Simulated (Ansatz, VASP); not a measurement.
# Cs in VASP and in Ansatz

```
CELL_PARAMETERS angstrom
0.00000 2.99200 2.99200
2.99200 0.00000 2.99200
2.99200 2.99200 0.00000
ATOMIC_POSITIONS crystal
Cs 0.00000 0.00000 0.00000
```

Alike in both runs: task single point; functional PBEsol; k mesh 8 × 8 × 8; occupations fermi-dirac, width 0.3 eV; no spin polarisation.

|  | VASP | Ansatz |
| --- | --- | --- |
| version | VASP 6.6.1 | Ansatz 0.2.0 |
| potentials or method | VASP PAW PBE potentials, release 64 (Cs_sv) | plane waves, PAW |
| plane-wave cutoff (eV) | 520 | 420 |
| valence electrons in the cell | 9 | 9 |

|  | VASP | Ansatz | Ansatz less VASP |
| --- | --- | --- | --- |
| pressure (GPa) | 3.3 | 3.3 | -0.02 |

VASP's potentials were made for PBE, not for PBEsol. The functional is the same, so the differences come from potentials, cutoffs and numerics.

Neither program's run includes spin-orbit coupling.
